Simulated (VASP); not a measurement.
# AlN: electric field gradients with PBE

Crystal: AlN.

```
CELL_PARAMETERS angstrom
3.04749 0.00000 0.00000
-1.52375 2.63921 0.00000
0.00000 0.00000 4.87638
ATOMIC_POSITIONS crystal
Al 0.33333 0.66667 0.00000
Al 0.66667 0.33333 0.50000
N 0.33333 0.66667 0.38500
N 0.66667 0.33333 0.88500
```

This cell differs from its parent crystal: volume scaled by 0.94.

```yaml
Program: VASP 6.6.1
Task: electric field gradients
Functional: PBE
Potentials_or_basis: VASP PAW PBE potentials, release 64 (Al, N)
Cutoff: 520 eV
k_mesh: 11 × 11 × 6
Occupations: fermi-dirac, width 0.02 eV
Spin: no spin polarisation
Dipole_correction: no
Further_INCAR_settings: ALGO = Normal; EDIFF = 1e-08; NBANDS = 16
```

```
Pressure               : 18.4 GPa
Largest force          : 0.185 eV/Å
Band gap on the k mesh : 4.72 eV, direct
```

Forces in eV/Å, atoms in the order of the input:
```
Al   0.000  0.000  0.185
Al   0.000  0.000  0.185
N    0.000  0.000 -0.185
N    0.000  0.000 -0.185
```

Stress tensor (GPa, compression positive):
```
19.58  0.00  0.00
 0.00 19.58  0.00
 0.00  0.00 15.97
```

Levels at points of the mesh, in eV from the valence-band top:
| k point | band 5 | band 6 | band 7 | band 8 | band 9 | band 10 | band 11 | band 12 |
| --- | --- | --- | --- | --- | --- | --- | --- | --- |
| (0.00, 0.00, 0.00) | -0.98 | -0.31 | -0.31 | 0.00 | 4.72 | 7.17 | 11.12 | 11.54 |
| (0.00, 0.00, 0.50) | -0.65 | -0.65 | -0.65 | -0.65 | 6.99 | 6.99 | 10.80 | 10.80 |

Electric field gradients, principal values (V/Å²):
```tsv
atom	least	middle	greatest (by size)
1 Al	-4.653	-4.653	9.305
2 Al	-4.653	-4.653	9.305
3 N	-0.557	-0.558	1.115
4 N	-0.557	-0.558	1.115
```

Run time: 15 s on 1 thread of Intel(R) Xeon(R) 6975P-C (Granite Rapids) (shared host), peak memory 0.17 GiB.

Caveat: without QUAD_EFG the Cq values of the log hold for a quadrupole moment of 1 mb, not for the nuclei. A k mesh can miss the band edges.
